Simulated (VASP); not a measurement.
# Mg2C in VASP: a series of runs, part 2 of 2

VASP 6.6.1.

## 3. Single point, HSE06 (strain -6.0%)

File POSCAR:

```
Mg2C
1.0
    0.0000000000      2.5482860610      2.5482860610
    2.5482860610      0.0000000000      2.5482860610
    2.5482860610      2.5482860610      0.0000000000
C Mg
1 2
Direct
    0.0000000000      0.0000000000      0.0000000000
    0.2500000000      0.2500000000      0.2500000000
    0.7500000000      0.7500000000      0.7500000000
```

File INCAR.step1:

```
  PREC = Accurate
  ENCUT = 520
  EDIFF = 1E-5
  ISMEAR = 0
  SIGMA = 0.01
  LREAL = F
  LASPH = T
  NELM = 60
  ALGO = Normal
  ISIF = 2
  LWAVE = T
  NBANDS = 11
  GGA = PE
```

File INCAR.step2:

```
  PREC = Accurate
  ENCUT = 520
  EDIFF = 1E-6
  ISMEAR = 0
  SIGMA = 0.01
  LREAL = F
  LASPH = T
  NELM = 60
  ALGO = Normal
  ISIF = 2
  LWAVE = F
  LCHARG = T
  GGA = PE
  LHFCALC = T
  HFSCREEN = 0.2079
  PRECFOCK = Normal
  LELF = T
  LVHAR = T
  NBANDS = 11
  ISTART = 1
```

File KPOINTS:

```
regular mesh
0
Gamma
  6 6 6
```

Potentials or basis: VASP PAW PBE potentials, release 64 (C, Mg).

Run with:

```bash
$ cat potpaw_PBE.64/C/POTCAR potpaw_PBE.64/Mg/POTCAR > POTCAR
$ cp INCAR.step1 INCAR
$ mpirun -np 1 vasp_std > vasp.out
$ cp INCAR.step2 INCAR
$ mpirun -np 1 vasp_std > vasp.out
```

OUTCAR:

```text
PREC = Accurate
   ENCUT = 520
   EDIFF = 1E-6
   ISMEAR = 0
   LREAL = F
   LASPH = T
   NELM = 60
   ISIF = 2
   GGA = PE
   LHFCALC = T
   HFSCREEN = 0.2079
   PRECFOCK = Normal
   ISTART = 1

 ion  position               nearest neighbor table
   1  0.000  0.000  0.000-   3 2.21   3 2.21   3 2.21   2 2.21   2 2.21   2 2.21   3 2.21   2 2.21

   2  0.250  0.250  0.250-   1 2.21   1 2.21   1 2.21   1 2.21   3 2.55   3 2.55   3 2.55   3 2.55
                             3 2.55   3 2.55
   3  0.750  0.750  0.750-   1 2.21   1 2.21   1 2.21   1 2.21   2 2.55   2 2.55   2 2.55   2 2.55
                             2 2.55   2 2.55

  LATTYP: Found a face centered cubic cell.
 ALAT       =     5.0965721220

  Lattice vectors:

 A1 = (   0.0000000000,   2.5482860610,   2.5482860610)
 A2 = (   2.5482860610,   0.0000000000,   2.5482860610)
 A3 = (   2.5482860610,   2.5482860610,   0.0000000000)

Analysis of symmetry for initial positions (statically):
=====================================================================
 Subroutine PRICEL returns:
 Original cell was already a primitive cell.

 Routine SETGRP: Setting up the symmetry group for a
 face centered cubic supercell.

 Subroutine GETGRP returns: Found 48 space group operations
 (whereof 48 operations were pure point group operations)
 out of a pool of 48 trial point group operations.

The static configuration has the point symmetry O_h .

Analysis of symmetry for dynamics (positions and initial velocities):
=====================================================================
 Subroutine PRICEL returns:
 Original cell was already a primitive cell.

 Routine SETGRP: Setting up the symmetry group for a
 face centered cubic supercell.

 Subroutine GETGRP returns: Found 48 space group operations
 (whereof 48 operations were pure point group operations)
 out of a pool of 48 trial point group operations.

The dynamic configuration has the point symmetry O_h .

 Subroutine INISYM returns: Found 48 space group operations
 (whereof 48 operations are pure point group operations),
 and found     1 'primitive' translations

----------------------------------------------------------------------------------------

                                     Primitive cell

  volume of cell :      33.0959

  direct lattice vectors                    reciprocal lattice vectors
     0.000000000  2.548286061  2.548286061    -0.196210311  0.196210311  0.196210311
     2.548286061  0.000000000  2.548286061     0.196210311 -0.196210311  0.196210311
     2.548286061  2.548286061  0.000000000     0.196210311  0.196210311 -0.196210311

  length of vectors
     3.603820708  3.603820708  3.603820708     0.339846227  0.339846227  0.339846227

  position of ions in fractional coordinates (direct lattice)
     0.000000000  0.000000000  0.000000000
     0.250000000  0.250000000  0.250000000
     0.750000000  0.750000000  0.750000000

  ion indices of the primitive-cell ions
   primitive index   ion index
                 1           1
                 2           2
                 3           3

----------------------------------------------------------------------------------------
[... 49 lines left out ...]
   NGX,Y,Z   is equivalent  to a cutoff of  12.92, 12.92, 12.92 a.u.
   NGXF,Y,Z  is equivalent  to a cutoff of  25.83, 25.83, 25.83 a.u.
 SYSTEM =  unknown system
   PREC   = accura    normal or accurate (medium, high low for compatibility)
   ISTART =      1    job   : 0-new  1-cont  2-samecut
   ICHARG =      0    charge: 1-file 2-atom 10-const
   ISPIN  =      1    spin polarized calculation?
   LNONCOLLINEAR =      F non collinear calculations
   LSORBIT =      F    spin-orbit coupling
   LASPH  =      T    aspherical Exc in radial PAW
   ENCUT  =  520.0 eV  38.22 Ry    6.18 a.u.   6.70  6.70  6.70*2*pi/ulx,y,z
   NELM   =     60;   NELMIN=  2; NELMDL=  0     # of ELM steps
   EDIFF  = 0.1E-05   stopping-criterion for ELM
   LREAL  =      F    real-space projection
   EDIFFG = 0.1E-04   stopping-criterion for IOM
   NSW    =      0    number of steps for IOM
   IBRION =     -1    ionic relax: 0-MD 1-quasi-New 2-CG
   NFREE  =      0    steps in history (QN), initial steepest desc. (CG)
   ISIF   =      2    stress and relaxation
   ISYM   =      3    0-nonsym 1-usesym 2-fastsym
   POTIM  = 0.5000    time-step for ionic-motion
   TEBEG  =    0.0;   TEEND  =   0.0 temperature during run
   PSTRESS=    0.0 pullay stress
   NELECT =       8.0000    total number of electrons
   NUPDOWN=      -1.0000    fix difference up-down
   EMIN   =  10.00;   EMAX   =-10.00  energy-range for DOS
   EFERMI =   0.00;   METHOD = LEGACY
   ISMEAR =     0;   SIGMA  =   0.01  broadening in eV -4-tet -1-fermi 0-gaus
   EFERMI_NEDOS =   21; number of points for ismear=-14 and -15
   IALGO  =     38    algorithm
   IMIX   =      1    mixing-type and parameters
     AMIX     =   0.40;   BMIX     =  1.00
     AMIX_MAG =   1.60;   BMIX_MAG =  1.00
  volume/ion in A,a.u.               =      11.03        74.45
  Fermi-wavevector in a.u.,A,eV,Ry     =   1.019796  1.927135 14.149841  1.039984
  Thomas-Fermi vector in A             =   2.153330
   LORBIT       =      0    0 simple, 1 ext, 2 COOP (PROOUT), +10 PAW based schemes
   GGA     = PE    functional components
   LHFCALC =     T    Hartree Fock is set to
   PRECFOCK=normal    Normal, Fast or Accurate (Low or Medium for compatibility)
   ENCUT4O =  -1.0   cutoff for four orbital integrals eV
   NKREDX  =     1    reduce k-point grid by
   NKREDY  =     1    reduce k-point grid by
   NKREDZ  =     1    reduce k-point grid by
   AEXX    =    0.2500 exact exchange contribution
   HFSCREEN=    0.2079 screening length (either q_TF or 0.3 A-1)
   HFSCREENC=   0.2079 screening length for correlation (either q_TF or 0.3 A-1)
   ENCUTFOCK=  -1.0 apply spherical cutoff to Coloumb kernel
   IVDW    =     0    specifies the selected vdW correction
   LEPSILON=     F    determine dielectric tensor
   LRPA    =     F    only Hartree local field effects (RPA)
 non-spin polarized calculation
 Gauss-broadening in eV      SIGMA  =   0.01
  energy-cutoff  :      520.00
  volume of cell :       33.10
 maximum number of plane-waves:       911
  NGX = 24; NGY = 24; NGZ = 24

 number of electron       8.0000001 magnetization

 Free energy of the ion-electron system (eV)
  ---------------------------------------------------
  ext. energy  EPLUGINS =         0.00000000
  ---------------------------------------------------
  free energy    TOTEN  =       -12.50036728 eV

  energy without entropy =      -12.50036728  energy(sigma->0) =      -12.50036728

 E-fermi :   4.4223     XC(G=0):  -8.7852

 val. band max:        4.3008512245   @ k =   0.0000   0.0000   0.0000
 cond. band min:       5.7720065921   @ k =   0.5000   0.5000   0.0000
 fundamental gap:      1.4711553676
 Fermi energy:         4.4222900547

 k-point     1 :       0.0000    0.0000    0.0000
  band No.  band energies     occupation
      1      -8.4481      2.00000
      2       4.3009      2.00000
      3       4.3009      2.00000
      4       4.3009      2.00000
      5       8.0356      0.00000
      6      13.3528      0.00000
      7      13.3528      0.00000
      8      13.3528      0.00000
      9      16.0921      0.00000
     10      16.0921      0.00000
     11      17.7566      0.00000
[... 197 lines left out ...]
 k-point    16 :      -0.3333    0.5000    0.1667
  band No.  band energies     occupation
      1      -5.6591      2.00000
      2       0.1161      2.00000
      3       1.5366      2.00000
      4       1.6392      2.00000
      5       7.8200      0.00000
      6      12.4056      0.00000
      7      13.9767      0.00000
      8      15.6293      0.00000
      9      17.2456      0.00000
     10      18.6383      0.00000
     11      23.2850      0.00000

------------------------ aborting loop because EDIFF is reached ----------------------------------------

  FORCE on cell =-STRESS in cart. coord.  units (eV):
  Direction    XX          YY          ZZ          XY          YZ          ZX
  --------------------------------------------------------------------------------------
  -------------------------------------------------------------------------------------
  Total        5.3679820      5.3679820      5.3679820      0.0000000     -0.0000000     -0.0000000
  in kB      259.8645858    259.8645858    259.8645858      0.0000000     -0.0000000     -0.0000000
  external PRESSURE =     259.8645858 kB  Pullay stress =       0.0000000 kB

 VOLUME and BASIS-vectors are now :
 -----------------------------------------------------------------------------
  energy-cutoff  :      520.00
  volume of cell :       33.10
      direct lattice vectors                 reciprocal lattice vectors
     0.000000000  2.548286061  2.548286061    -0.196210311  0.196210311  0.196210311
     2.548286061  0.000000000  2.548286061     0.196210311 -0.196210311  0.196210311
     2.548286061  2.548286061  0.000000000     0.196210311  0.196210311 -0.196210311

 POSITION                                       TOTAL-FORCE (eV/Angst)
 -----------------------------------------------------------------------------------
      0.00000      0.00000      0.00000         0.000000      0.000000      0.000000
      1.27414      1.27414      1.27414        -0.000000     -0.000000     -0.000000
      3.82243      3.82243      3.82243         0.000000      0.000000      0.000000
 -----------------------------------------------------------------------------------
    total drift:                                0.000000      0.000000      0.000000

  FREE ENERGIE OF THE ION-ELECTRON SYSTEM (eV)
  ---------------------------------------------------
  free  energy   TOTEN  =       -12.5003672837 eV

  energy  without entropy=      -12.5003672837  energy(sigma->0) =      -12.50036728
```

Wall time 13 min (1 thread of Intel Xeon Platinum 8488C (Sapphire Rapids), shared host); peak memory 0.28 GiB.

What came out:

```
Free energy            : -12.5004 eV
Pressure               : 26.0 GPa
Band gap on the k mesh : 1.47 eV (least direct gap 3.23 eV)
```

Caveat: the cell differs from its parent crystal (strain -6.0%); the cell stands under pressure; the PAW data sets were made with another functional, which shifts forces and pressure a little. A k mesh can miss the band edges.
